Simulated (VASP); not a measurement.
# SnO (P4/nmm) in VASP: a series of runs

SnO is run at these levels: PBE; tasks: single point.

All numbers are computed with VASP 6.6.1; they aren't measurements. Logs are shortened: lines on timing, memory, paths and dates and some standing lists are left out, and cuts for length are marked.

**1. The cell of the first run**

Symmetry: P4/nmm, No. 129, tetragonal system. Conventional cell: a = 3.814 Å, b = 3.814 Å, c = 4.887 Å, α = 90.00°, β = 90.00°, γ = 90.00°. Within 2.9 Å of Sn (site symmetry 4mm) lie 4 O at 2.23 Å. O (site symmetry -4m2) has 4 Sn at 2.23 Å and 4 O at 2.70 Å within 2.9 Å.

**2. Single point, PBE**

Input file INCAR:

```
  ALGO = Normal
  EDIFF = 1E-6
  ENCUT = 520
  GGA = PE
  ISIF = 2
  ISMEAR = 0
  LASPH = T
  LCHARG = F
  LREAL = F
  LWAVE = F
  NBANDS = 28
  NELM = 80
  PREC = Accurate
  SIGMA = 0.020999999999999998
```

Input file KPOINTS:

```
k-points
0
Gamma
  7 7 6
```

Input file POSCAR:

```
SnO
1.0
    3.8136952200      0.0000000000      0.0000000000
    0.0000000000      3.8136952200      0.0000000000
    0.0000000000      0.0000000000      4.8869133000
Sn O
2 2
Direct
    0.5000000000      0.0000000000      0.7646261400
    0.0000000000      0.5000000000      0.2353738600
    0.0000000000      0.0000000000      0.0000000000
    0.5000000000      0.5000000000      0.0000000000
```

Potentials or basis: VASP PAW PBE potentials, release 64 (Sn_d, O).

Started as:

```bash
$ cat potpaw_PBE.64/Sn_d/POTCAR potpaw_PBE.64/O/POTCAR > POTCAR
$ mpirun -np 1 vasp_std > vasp.out
```

OUTCAR:

```text
EDIFF = 1E-6
   ENCUT = 520
   GGA = PE
   ISIF = 2
   ISMEAR = 0
   LASPH = T
   LREAL = F
   NELM = 80
   PREC = Accurate

 ion  position               nearest neighbor table
   1  0.500  0.000  0.765-   3 2.23   4 2.23   4 2.23   3 2.23   2 3.54   2 3.54   2 3.54   2 3.54
                             2 3.74   2 3.74   2 3.74   2 3.74
   2  0.000  0.500  0.235-   3 2.23   4 2.23   3 2.23   4 2.23   1 3.54   1 3.54   1 3.54   1 3.54
                             1 3.74   1 3.74   1 3.74   1 3.74
   3  0.000  0.000  0.000-   1 2.23   2 2.23   2 2.23   1 2.23
   4  0.500  0.500  0.000-   1 2.23   2 2.23   1 2.23   2 2.23

  LATTYP: Found a simple tetragonal cell.
 ALAT       =     3.8136952200
 C/A-ratio  =     1.2814116016

  Lattice vectors:

 A1 = (   3.8136952200,   0.0000000000,   0.0000000000)
 A2 = (   0.0000000000,   3.8136952200,   0.0000000000)
 A3 = (   0.0000000000,   0.0000000000,   4.8869133000)

Analysis of symmetry for initial positions (statically):
=====================================================================
 Subroutine PRICEL returns:
 Original cell was already a primitive cell.

 Routine SETGRP: Setting up the symmetry group for a
 simple tetragonal supercell.

 Subroutine GETGRP returns: Found 16 space group operations
 (whereof  8 operations were pure point group operations)
 out of a pool of 16 trial point group operations.

The static configuration has the point symmetry D_2d.
 The point group associated with its full space group is D_4h.

Analysis of symmetry for dynamics (positions and initial velocities):
=====================================================================
 Subroutine PRICEL returns:
 Original cell was already a primitive cell.

 Routine SETGRP: Setting up the symmetry group for a
 simple tetragonal supercell.

 Subroutine GETGRP returns: Found 16 space group operations
 (whereof  8 operations were pure point group operations)
 out of a pool of 16 trial point group operations.

The dynamic configuration has the point symmetry D_2d.
 The point group associated with its full space group is D_4h.

 Subroutine INISYM returns: Found 16 space group operations
 (whereof  8 operations are pure point group operations),
 and found     1 'primitive' translations

----------------------------------------------------------------------------------------

                                     Primitive cell

  volume of cell :      71.0766

[... 85 lines left out ...]
   ICHARG =      2    charge: 1-file 2-atom 10-const
   ISPIN  =      1    spin polarized calculation?
   LNONCOLLINEAR =      F non collinear calculations
   LSORBIT =      F    spin-orbit coupling
   LASPH  =      T    aspherical Exc in radial PAW
   ENCUT  =  520.0 eV  38.22 Ry    6.18 a.u.   7.09  7.09  9.09*2*pi/ulx,y,z
   NELM   =     80;   NELMIN=  2; NELMDL= -5     # of ELM steps
   EDIFF  = 0.1E-05   stopping-criterion for ELM
   LREAL  =      F    real-space projection
   EDIFFG = 0.1E-04   stopping-criterion for IOM
   NSW    =      0    number of steps for IOM
   IBRION =     -1    ionic relax: 0-MD 1-quasi-New 2-CG
   NFREE  =      0    steps in history (QN), initial steepest desc. (CG)
   ISIF   =      2    stress and relaxation
   ISYM   =      2    0-nonsym 1-usesym 2-fastsym
   POTIM  = 0.5000    time-step for ionic-motion
   TEBEG  =    0.0;   TEEND  =   0.0 temperature during run
   PSTRESS=    0.0 pullay stress
   NELECT =      40.0000    total number of electrons
   NUPDOWN=      -1.0000    fix difference up-down
   EMIN   =  10.00;   EMAX   =-10.00  energy-range for DOS
   EFERMI =   0.00;   METHOD = LEGACY
   ISMEAR =     0;   SIGMA  =   0.02  broadening in eV -4-tet -1-fermi 0-gaus
   EFERMI_NEDOS =   21; number of points for ismear=-14 and -15
   IALGO  =     38    algorithm
   IMIX   =      4    mixing-type and parameters
     AMIX     =   0.40;   BMIX     =  1.00
     AMIX_MAG =   1.60;   BMIX_MAG =  1.00
  volume/ion in A,a.u.               =      17.77       119.91
  Fermi-wavevector in a.u.,A,eV,Ry     =   1.351614  2.554180 24.855939  1.826860
  Thomas-Fermi vector in A             =   2.479021
   LORBIT       =      0    0 simple, 1 ext, 2 COOP (PROOUT), +10 PAW based schemes
   GGA     = PE    functional components
   LHFCALC =     F    Hartree Fock is set to
   AEXX    =    0.0000 exact exchange contribution
   IVDW    =     0    specifies the selected vdW correction
   LEPSILON=     F    determine dielectric tensor
   LRPA    =     F    only Hartree local field effects (RPA)
 non-spin polarized calculation
 Gauss-broadening in eV      SIGMA  =   0.02
  energy-cutoff  :      520.00
  volume of cell :       71.08
 maximum number of plane-waves:      1930
   NGX = 15   NGY = 15   NGZ = 19

 number of electron      39.9999978 magnetization

 Free energy of the ion-electron system (eV)
  ---------------------------------------------------
  ext. energy  EPLUGINS =         0.00000000
  ---------------------------------------------------
  free energy    TOTEN  =       -22.68522962 eV

  energy without entropy =      -22.68522962  energy(sigma->0) =      -22.68522962

 E-fermi :   7.1310     XC(G=0): -10.1723

 val. band max:        7.0075697477   @ k =   0.0000   0.0000   0.0000
 cond. band min:       7.3920719897   @ k =   0.4286   0.4286   0.0000
 fundamental gap:      0.3845022420
 Fermi energy:         7.1309514314

 k-point     1 :       0.0000    0.0000    0.0000
  band No.  band energies     occupation
      1     -14.9955      2.00000
      2     -14.5602      2.00000
      3     -14.5600      2.00000
      4     -14.5600      2.00000
      5     -14.5179      2.00000
      6     -14.5078      2.00000
[... 733 lines left out ...]
     27      15.8071      0.00000
     28      16.6623      0.00000

 [... further k-points ...]
[... 5 lines left out ...]
  --------------------------------------------------------------------------------------
  -------------------------------------------------------------------------------------
  Total        1.8369362      1.8369362      1.4280034      0.0000000      0.0000000      0.0000000
  in kB       41.4074099     41.4074099     32.1894262      0.0000000      0.0000000      0.0000000
  external PRESSURE =      38.3347487 kB  Pullay stress =       0.0000000 kB

 VOLUME and BASIS-vectors are now :
 -----------------------------------------------------------------------------
  energy-cutoff  :      520.00
  volume of cell :       71.08
      direct lattice vectors                 reciprocal lattice vectors
     3.813695220  0.000000000  0.000000000     0.262212878  0.000000000  0.000000000
     0.000000000  3.813695220  0.000000000     0.000000000  0.262212878  0.000000000
     0.000000000  0.000000000  4.886913300     0.000000000  0.000000000  0.204628144

 POSITION                                       TOTAL-FORCE (eV/Angst)
 -----------------------------------------------------------------------------------
      1.90685      0.00000      3.73666         0.000000     -0.000000     -0.455034
      0.00000      1.90685      1.15025        -0.000000     -0.000000      0.455034
      0.00000      0.00000      0.00000         0.000000     -0.000000      0.000000
      1.90685      1.90685      0.00000        -0.000000      0.000000      0.000000
 -----------------------------------------------------------------------------------
    total drift:                                0.000000      0.000000      0.000000

  FREE ENERGIE OF THE ION-ELECTRON SYSTEM (eV)
  ---------------------------------------------------
  free  energy   TOTEN  =       -22.6852296181 eV

  energy  without entropy=      -22.6852296181  energy(sigma->0) =      -22.68522962
```

Run time: 27 s. Hardware: 1 thread of Intel Xeon 6975P-C (Granite Rapids), shared host; peak memory 0.2 GiB.

Results:

| Item | Value |
| --- | --- |
| Free energy | -22.6852 eV |
| Pressure | 3.8 GPa |
| Largest force | 0.455 eV/Å |
| Band gap on the k mesh | 0.38 eV, indirect (least direct gap 2.05 eV) |

Forces in eV/Å, atoms in the order of the input:
```
Sn   0.000  0.000 -0.455
Sn   0.000  0.000  0.455
O    0.000  0.000  0.000
O    0.000  0.000  0.000
```

Stress tensor (GPa, compression positive):
```
4.14 0.00 0.00
0.00 4.14 0.00
0.00 0.00 3.22
```

Levels at points of the mesh, in eV from the valence-band top:
```csv
k point,band 18,band 19,band 20,band 21,band 22,band 23
"(0.00, 0.00, 0.00)",-3.18,-3.18,0.00,2.05,4.27,4.74
"(0.00, 0.00, 0.50)",-3.19,-3.19,-2.21,1.68,3.03,3.03
```

Caveat: spin-orbit coupling is left out, which moves the levels of the heavy elements. A k mesh can miss the band edges.

**3. Single point, PBE**

Input file INCAR:

```
SYSTEM = SnO
ALGO     = Normal         ! electronic algorithm
EDIFF    = 1E-7           ! SCF threshold, eV
ENCUT    = 520            ! plane-wave cutoff, eV
GGA      = PE             ! functional
ISIF     = 2              ! what is computed and relaxed
ISMEAR   = 0              ! smearing method
LASPH    = .True.         ! aspherical terms in the spheres
LCHARG   = .True.         ! write CHGCAR
LELF     = .True.         ! ELF
LREAL    = .False.        ! projectors in reciprocal space
LVHAR    = .True.       
LWAVE    = .False.        ! write WAVECAR
NBANDS   = 28             ! bands
NELM     = 80             ! most SCF steps
PREC     = Accurate       ! precision mode
SIGMA    = 0.022          ! smearing width, eV
```

Input file KPOINTS:

```
k-points
0
Gamma
  7 7 6
  0 0 0
```

POSCAR is that of step 2.

Potentials or basis: VASP PAW PBE potentials, release 64 (Sn_d, O).

Started as:

```bash
$ cat potpaw_PBE.64/Sn_d/POTCAR potpaw_PBE.64/O/POTCAR > POTCAR
$ mpirun -np 1 vasp_std > vasp.out
```

OUTCAR:

```text
SYSTEM = SnO
   EDIFF = 1E-7
   ENCUT = 520
   GGA = PE
   ISIF = 2
   ISMEAR = 0
   LASPH = .True.
   LREAL = .False.
   NELM = 80
   PREC = Accurate

 ion  position               nearest neighbor table
   1  0.500  0.000  0.765-   3 2.23   4 2.23   4 2.23   3 2.23   2 3.54   2 3.54   2 3.54   2 3.54
                             2 3.74   2 3.74   2 3.74   2 3.74
   2  0.000  0.500  0.235-   3 2.23   4 2.23   3 2.23   4 2.23   1 3.54   1 3.54   1 3.54   1 3.54
                             1 3.74   1 3.74   1 3.74   1 3.74
   3  0.000  0.000  0.000-   1 2.23   2 2.23   2 2.23   1 2.23
   4  0.500  0.500  0.000-   1 2.23   2 2.23   1 2.23   2 2.23

  LATTYP: Found a simple tetragonal cell.
 ALAT       =     3.8136952200
 C/A-ratio  =     1.2814116016

  Lattice vectors:

 A1 = (   3.8136952200,   0.0000000000,   0.0000000000)
 A2 = (   0.0000000000,   3.8136952200,   0.0000000000)
 A3 = (   0.0000000000,   0.0000000000,   4.8869133000)

Analysis of symmetry for initial positions (statically):
[... 173 lines left out ...]
  ext. energy  EPLUGINS =         0.00000000
  ---------------------------------------------------
  free energy    TOTEN  =       -22.68522989 eV

  energy without entropy =      -22.68522989  energy(sigma->0) =      -22.68522989

 E-fermi :   7.1307     XC(G=0): -10.1723

 val. band max:        7.0075128533   @ k =   0.0000   0.0000   0.0000
 cond. band min:       7.3921297820   @ k =   0.4286   0.4286   0.0000
 fundamental gap:      0.3846169287
 Fermi energy:         7.1307340960

 k-point     1 :       0.0000    0.0000    0.0000
  band No.  band energies     occupation
      1     -14.9956      2.00000
      2     -14.5603      2.00000
      3     -14.5601      2.00000
      4     -14.5601      2.00000
      5     -14.5180      2.00000
      6     -14.5079      2.00000
[... 733 lines left out ...]
     27      15.8072      0.00000
     28      16.6623      0.00000

 [... further k-points ...]
[... 5 lines left out ...]
  --------------------------------------------------------------------------------------
  -------------------------------------------------------------------------------------
  Total        1.8368383      1.8368383      1.4307657      0.0000000      0.0000000      0.0000000
  in kB       41.4052027     41.4052027     32.2516916      0.0000000      0.0000000      0.0000000
  external PRESSURE =      38.3540323 kB  Pullay stress =       0.0000000 kB

 VOLUME and BASIS-vectors are now :
 -----------------------------------------------------------------------------
  energy-cutoff  :      520.00
  volume of cell :       71.08
      direct lattice vectors                 reciprocal lattice vectors
     3.813695220  0.000000000  0.000000000     0.262212878  0.000000000  0.000000000
     0.000000000  3.813695220  0.000000000     0.000000000  0.262212878  0.000000000
     0.000000000  0.000000000  4.886913300     0.000000000  0.000000000  0.204628144

 POSITION                                       TOTAL-FORCE (eV/Angst)
 -----------------------------------------------------------------------------------
      1.90685      0.00000      3.73666        -0.000000      0.000000     -0.455495
      0.00000      1.90685      1.15025         0.000000      0.000000      0.455495
      0.00000      0.00000      0.00000        -0.000000     -0.000000      0.000000
      1.90685      1.90685      0.00000         0.000000      0.000000      0.000000
 -----------------------------------------------------------------------------------
    total drift:                                0.000000      0.000000      0.000000

  FREE ENERGIE OF THE ION-ELECTRON SYSTEM (eV)
  ---------------------------------------------------
  free  energy   TOTEN  =       -22.6852298923 eV

  energy  without entropy=      -22.6852298923  energy(sigma->0) =      -22.68522989
```

OSZICAR:

```text
N       E                     dE             d eps       ncg     rms          rms(c)
DAV:   1     0.416146675121E+03    0.41615E+03   -0.19899E+04  2332   0.217E+03
DAV:   2     0.378192282497E+02   -0.37833E+03   -0.36325E+03  2324   0.544E+02
DAV:   3    -0.232422648360E+02   -0.61061E+02   -0.59679E+02  2528   0.181E+02
DAV:   4    -0.263235691633E+02   -0.30813E+01   -0.30665E+01  2548   0.433E+01
DAV:   5    -0.263971516091E+02   -0.73582E-01   -0.73574E-01  2492   0.725E+00    0.117E+01
DAV:   6    -0.227083008820E+02    0.36889E+01   -0.16886E+01  3600   0.447E+01    0.493E+00
DAV:   7    -0.227043891797E+02    0.39117E-02   -0.20448E+00  2672   0.858E+00    0.249E+00
DAV:   8    -0.226922869746E+02    0.12102E-01   -0.29119E-01  2988   0.370E+00    0.813E-01
DAV:   9    -0.226842205028E+02    0.80665E-02   -0.49592E-02  3524   0.231E+00    0.236E-01
DAV:  10    -0.226855053482E+02   -0.12848E-02   -0.72235E-03  3008   0.762E-01    0.135E-01
DAV:  11    -0.226852023674E+02    0.30298E-03   -0.18576E-03  3392   0.404E-01    0.220E-02
DAV:  12    -0.226852389583E+02   -0.36591E-04   -0.26759E-04  2312   0.918E-02    0.346E-02
DAV:  13    -0.226852295768E+02    0.93815E-05   -0.42266E-05  3312   0.598E-02    0.306E-03
DAV:  14    -0.226852296250E+02   -0.48187E-07   -0.45783E-06  2416   0.123E-02    0.370E-03
DAV:  15    -0.226852297262E+02   -0.10117E-06   -0.13536E-07  1812   0.305E-03    0.227E-03
DAV:  16    -0.226852298628E+02   -0.13658E-06   -0.12183E-07  1408   0.304E-03    0.272E-04
DAV:  17    -0.226852298923E+02   -0.29472E-07   -0.19093E-08  1140   0.158E-03
   1 F= -.22685230E+02 E0= -.22685230E+02  d E =-.100306E-17
```

stdout:

```text
POSCAR found type information on POSCAR SnO
 POSCAR found :  2 types and       4 ions
 scaLAPACK will be used
 LDA part: xc-table for (Slater+PW92), standard interpolation
 POSCAR, INCAR and KPOINTS ok, starting setup
 FFT: planning ... GRIDC
 FFT: planning ... GRID_SOFT
 FFT: planning ... GRID
 WAVECAR not read
 entering main loop
```

Run time: 33 s. Hardware: 1 thread of Intel Xeon 6975P-C (Granite Rapids), shared host; peak memory 0.2 GiB.

Results:

* Free energy: -22.6852 eV
* Pressure: 3.8 GPa
* Largest force: 0.455 eV/Å
* Band gap on the k mesh: 0.38 eV, indirect (least direct gap 2.05 eV)

Forces in eV/Å, atoms in the order of the input:
```
Sn   0.000  0.000 -0.455
Sn   0.000  0.000  0.455
O    0.000  0.000  0.000
O    0.000  0.000  0.000
```

Caveat: spin-orbit coupling is left out, which moves the levels of the heavy elements. A k mesh can miss the band edges.

**4. Single point, PBE**

Input file INCAR:

```
PREC = Accurate ; ENCUT = 520
EDIFF = 1E-6 ; ISMEAR = 0
SIGMA = 0.023 ; LREAL = F
LASPH = T ; NELM = 100
ALGO = Normal ; ISIF = 2
LWAVE = F ; LCHARG = F
GGA = PE ; NBANDS = 28
```

Input file KPOINTS:

```
regular mesh
0
Gamma
  7 7 6
```

POSCAR is that of step 3.

Potentials or basis: VASP PAW PBE potentials, release 64 (Sn_d, O).

Started as:

```bash
$ cat potpaw_PBE.64/Sn_d/POTCAR potpaw_PBE.64/O/POTCAR > POTCAR
$ mpirun -np 1 vasp_std > vasp.out
```

OUTCAR:

```text
PREC = Accurate
   ENCUT = 520
   EDIFF = 1E-6
   ISMEAR = 0
   LREAL = F
   LASPH = T
   NELM = 100
   ISIF = 2
   GGA = PE

 ion  position               nearest neighbor table
   1  0.500  0.000  0.765-   3 2.23   4 2.23   4 2.23   3 2.23   2 3.54   2 3.54   2 3.54   2 3.54
                             2 3.74   2 3.74   2 3.74   2 3.74
   2  0.000  0.500  0.235-   3 2.23   4 2.23   3 2.23   4 2.23   1 3.54   1 3.54   1 3.54   1 3.54
                             1 3.74   1 3.74   1 3.74   1 3.74
   3  0.000  0.000  0.000-   1 2.23   2 2.23   2 2.23   1 2.23
[... 949 lines left out ...]
  --------------------------------------------------------------------------------------
  -------------------------------------------------------------------------------------
  Total        1.8369363      1.8369363      1.4280034      0.0000000      0.0000000      0.0000000
  in kB       41.4074121     41.4074121     32.1894248      0.0000000      0.0000000      0.0000000
  external PRESSURE =      38.3347497 kB  Pullay stress =       0.0000000 kB

 VOLUME and BASIS-vectors are now :
 -----------------------------------------------------------------------------
  energy-cutoff  :      520.00
  volume of cell :       71.08
      direct lattice vectors                 reciprocal lattice vectors
     3.813695220  0.000000000  0.000000000     0.262212878  0.000000000  0.000000000
     0.000000000  3.813695220  0.000000000     0.000000000  0.262212878  0.000000000
     0.000000000  0.000000000  4.886913300     0.000000000  0.000000000  0.204628144

 POSITION                                       TOTAL-FORCE (eV/Angst)
 -----------------------------------------------------------------------------------
      1.90685      0.00000      3.73666        -0.000000      0.000000     -0.455034
      0.00000      1.90685      1.15025         0.000000      0.000000      0.455034
      0.00000      0.00000      0.00000         0.000000     -0.000000      0.000000
      1.90685      1.90685      0.00000         0.000000      0.000000      0.000000
 -----------------------------------------------------------------------------------
    total drift:                                0.000000      0.000000      0.000000

  FREE ENERGIE OF THE ION-ELECTRON SYSTEM (eV)
  ---------------------------------------------------
  free  energy   TOTEN  =       -22.6852296181 eV

  energy  without entropy=      -22.6852296181  energy(sigma->0) =      -22.68522962
```

It took 28 s on 1 thread of Intel Xeon 6975P-C (Granite Rapids), shared host; peak memory 0.2 GiB.

What came out:

| Quantity | Value |
| --- | --- |
| Free energy | -22.6852 eV |
| Pressure | 3.8 GPa |
| Largest force | 0.455 eV/Å |
| Band gap on the k mesh | 0.38 eV, indirect (least direct gap 2.05 eV) |

Forces in eV/Å, atoms in the order of the input:
```
Sn   0.000  0.000 -0.455
Sn   0.000  0.000  0.455
O    0.000  0.000  0.000
O    0.000  0.000  0.000
```

Stress tensor (GPa, compression positive):
```
4.14 0.00 0.00
0.00 4.14 0.00
0.00 0.00 3.22
```

Caveat: spin-orbit coupling is left out, which moves the levels of the heavy elements.

**5. The runs side by side**

| smearing | gap on the mesh (eV) | pressure (GPa) | largest force (eV/Å) |
| --- | --- | --- | --- |
| gaussian 0.021 eV | 0.38 | 3.8 | 0.46 |
| gaussian 0.022 eV | 0.38 | 3.8 | 0.46 |
| gaussian 0.023 eV | 0.38 | 3.8 | 0.46 |

Alike in all rows: task single point; level PBE; potentials or basis VASP PAW PBE potentials, release 64 (Sn_d, O); no spin polarisation; cell as given; k mesh 7 × 7 × 6; cutoff (eV) 520.

On the cell as given the gap runs from 0.38 eV (PBE) to 0.38 eV (PBE).

Caveats: spin-orbit coupling is left out, which moves the levels of the heavy elements.

Absolute energies hang on the potentials; compare differences alone.
